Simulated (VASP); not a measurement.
A run of VASP 6.6.1 is set up as follows.

File POSCAR:

```
CuPtSO
1.0
    3.5839006900      0.0000000000      0.0000000000
    0.0000000000      3.5839006900      0.0000000000
    0.0000000000      0.0000000000      7.7063554700
Pt Cu O S
2 2 2 2
Direct
    0.2500000000      0.2500000000      0.1444000000
    0.7500000000      0.7500000000      0.8556000000
    0.2500000000      0.7500000000      0.5000000000
    0.7500000000      0.2500000000      0.5000000000
    0.2500000000      0.7500000000      0.0000000000
    0.7500000000      0.2500000000      0.0000000000
    0.2500000000      0.2500000000      0.6660000000
    0.7500000000      0.7500000000      0.3340000000
```

Contents of INCAR.step1:

```
SYSTEM = CuPtSO
PREC = Accurate ; ENCUT = 660
ISMEAR = -1 ; SIGMA = 0.1
LREAL = .FALSE. ; LASPH = .TRUE.
NELM = 200 ; ISPIN = 2
MAGMOM = 0 0 0 0 0 0 0 0 ; LMAXMIX = 4
NBANDS = 47 ; GGA = PE
ALGO = Normal ; EDIFF = 1E-5
LWAVE = .TRUE. ; LCHARG = .FALSE.
GGA_COMPAT = .FALSE.
```

The input INCAR.step2:

```
SYSTEM = CuPtSO
PREC = Accurate ; ENCUT = 660
EDIFF = 1E-6 ; ISMEAR = -1
SIGMA = 0.1 ; LREAL = .FALSE.
LASPH = .TRUE. ; NELM = 200
ALGO = Normal ; ISIF = 2
LWAVE = .FALSE. ; LCHARG = .TRUE.
ISPIN = 2 ; MAGMOM = 0 0 0 0 0 0 0 0
LORBIT = 11 ; LMAXMIX = 4
METAGGA = R2SCAN ; LMIXTAU = .TRUE.
LELF = .TRUE. ; LVHAR = .TRUE.
NBANDS = 47 ; ISTART = 1
GGA_COMPAT = .FALSE.
```

File KPOINTS:

```
Automatic mesh
0
G
  5 5 3
  0 0 0
```

Potentials or basis: VASP PAW PBE potentials, release 64 (Pt, Cu, O, S).

Run with:

```bash
$ cat potpaw_PBE.64/Pt/POTCAR potpaw_PBE.64/Cu/POTCAR potpaw_PBE.64/O/POTCAR potpaw_PBE.64/S/POTCAR > POTCAR
$ cp INCAR.step1 INCAR
$ mpirun -np 1 vasp_std > vasp.out
$ cp INCAR.step2 INCAR
$ mpirun -np 1 vasp_std > vasp.out
```

(1) Predict the band gap on the k mesh.

(2) Predict the pressure.

(3) Predict the largest force.

(4) What does it give for the net moment?

## Answers

(1) zero (filled and empty bands overlap).

(2) 21.1 GPa.

(3) 2.745 eV/Å.

(4) 0.00 μB per cell.

Caveat: the stress differs along the axes, from 15 to 24 GPa; the PAW data sets were made with another functional, which shifts forces and pressure a little; spin-orbit coupling is left out, which moves the levels of the heavy elements; semilocal functionals often make such compounds metallic where correlation or magnetic order opens a gap, which also shifts bond lengths.
